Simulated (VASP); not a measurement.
**Al2BN3: single point with PBE**

The system is Al2BN3.

```
CELL_PARAMETERS angstrom
2.49485 1.44040 3.29548
-2.49485 1.44040 3.29548
0.00000 -2.88080 3.29548
ATOMIC_POSITIONS crystal
Al 0.28388 0.28388 0.28388
Al 0.71612 0.71612 0.71612
B 0.50000 0.50000 0.50000
N 0.00000 0.00000 0.50000
N 0.50000 0.00000 0.00000
N 0.00000 0.50000 0.00000
```

The cell was built from a structure type or drawn by symmetry, and may not be a known phase.

```
Program                : VASP 6.6.1
Task                   : single point
Functional             : PBE
Potentials or basis    : VASP PAW PBE potentials, release 64 (Al, B, N)
Cutoff                 : 520 eV
k mesh                 : 6 × 6 × 6
Occupations            : gaussian, width 0.1 eV
Spin                   : collinear spin, ferromagnetic start
Starting moments       : [0.0, 0.0, 0.0, 1.0, 1.0, 1.0] μB
Dipole correction      : no
Further INCAR settings : ALGO = Normal; EDIFF = 1e-06; NBANDS = 25
```

```json
{"Pressure": "0.3 GPa", "Largest force": "0.008 eV/Å", "Net moment": "0.64 μB per cell", "Site moments": "Al +0.01; B +0.04; N +0.14 μB", "Valence electrons inside the program's atomic spheres": "Al 0.84; B 1.53; N 3.57"}
```

Forces in eV/Å, atoms in the order of the input:
```
Al   0.000  0.000  0.008
Al   0.000  0.000 -0.008
B    0.000  0.000  0.000
N    0.000  0.000  0.000
N    0.000  0.000  0.000
N    0.000  0.000  0.000
```

Stress tensor (GPa, compression positive):
```
 0.63  0.00  0.00
 0.00  0.63  0.00
 0.00  0.00 -0.47
```

Levels at points of the mesh, in eV from the Fermi level:
Spin up:
| k point | band 9 | band 10 | band 11 | band 12 | band 13 | band 14 | band 15 | band 16 |
| --- | --- | --- | --- | --- | --- | --- | --- | --- |
| (0.00, 0.00, 0.00) | -2.61 | -2.33 | -1.00 | 0.87 | 1.06 | 1.06 | 3.05 | 3.23 |
| (0.50, 0.00, 0.00) | -2.31 | -1.92 | -1.33 | -1.22 | -0.07 | 0.97 | 1.95 | 4.77 |
| (0.50, 0.50, 0.00) | -2.61 | -2.10 | -0.60 | -0.19 | -0.08 | 1.19 | 2.44 | 3.92 |
| (0.50, 0.50, 0.50) | -1.57 | -1.57 | 0.08 | 0.94 | 0.94 | 1.00 | 4.92 | 4.92 |
Spin down:
| k point | band 9 | band 10 | band 11 | band 12 | band 13 | band 14 | band 15 | band 16 |
| --- | --- | --- | --- | --- | --- | --- | --- | --- |
| (0.00, 0.00, 0.00) | -2.49 | -2.11 | -0.84 | 1.32 | 1.35 | 1.35 | 3.07 | 3.24 |
| (0.50, 0.00, 0.00) | -2.19 | -1.68 | -1.01 | -0.96 | 0.26 | 1.29 | 2.00 | 4.84 |
| (0.50, 0.50, 0.00) | -2.47 | -1.93 | -0.27 | 0.15 | 0.15 | 1.54 | 2.47 | 4.13 |
| (0.50, 0.50, 0.50) | -1.40 | -1.40 | 0.26 | 1.21 | 1.21 | 1.46 | 5.14 | 5.14 |

It took 61 s on 1 thread of Intel(R) Xeon(R) 6975P-C (Granite Rapids), with other jobs on the host, peak memory 0.28 GiB.
